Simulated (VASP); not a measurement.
Ga2C3: single point with PBE

The system is Ga2C3.

```
Ga C
1.0
     3.46512    0.00000    0.00000
    -1.73256    3.00088    0.00000
     0.00000    0.00000    5.48383
Ga C
2 3
Direct
  0.33333 0.66667 0.28626
  0.66667 0.33333 0.71374
  0.00000 0.00000 0.00000
  0.33333 0.66667 0.72785
  0.66667 0.33333 0.27215
```

```json
{"Program": "VASP 6.6.1", "Task": "single point", "Functional": "PBE", "Potentials or basis": "VASP PAW PBE potentials, release 64 (Ga_d, C)", "Cutoff": "520 eV", "k mesh": "12 × 12 × 8", "Occupations": "gaussian, width 0.1 eV", "Spin": "no spin polarisation", "Dipole correction": "no", "Further INCAR settings": "ALGO = Normal; EDIFF = 1e-07; NBANDS = 27"}
```

* Pressure: 0.1 GPa
* Band gap on the k mesh: zero (band 19 reaches 6.07 eV, above the bottom of band 20 at 5.79 eV)

Levels at points of the mesh, in eV from the Fermi level:
| k point | band 15 | band 16 | band 17 | band 18 | band 19 | band 20 | band 21 | band 22 | band 23 | band 24 |
| --- | --- | --- | --- | --- | --- | --- | --- | --- | --- | --- |
| (0.00, 0.00, 0.00) | -1.34 | -1.34 | -1.31 | -1.14 | -1.14 | 0.46 | 0.46 | 1.81 | 3.64 | 4.80 |
| (0.50, 0.00, 0.00) | -5.63 | -4.71 | -4.18 | -1.73 | -0.34 | 0.09 | 1.00 | 2.64 | 2.84 | 7.11 |
| (0.00, 0.00, 0.50) | -1.37 | -1.37 | -0.57 | -0.57 | -0.21 | -0.21 | 0.38 | 0.54 | 3.20 | 5.84 |
| (0.50, 0.00, 0.50) | -4.38 | -3.55 | -2.90 | -2.37 | -1.12 | -0.13 | 1.72 | 1.98 | 3.72 | 4.77 |

Run time: 2.1 min on 1 thread of AMD EPYC 9R45 96-Core Processor (Zen 5), on a shared host, peak memory 0.26 GiB.
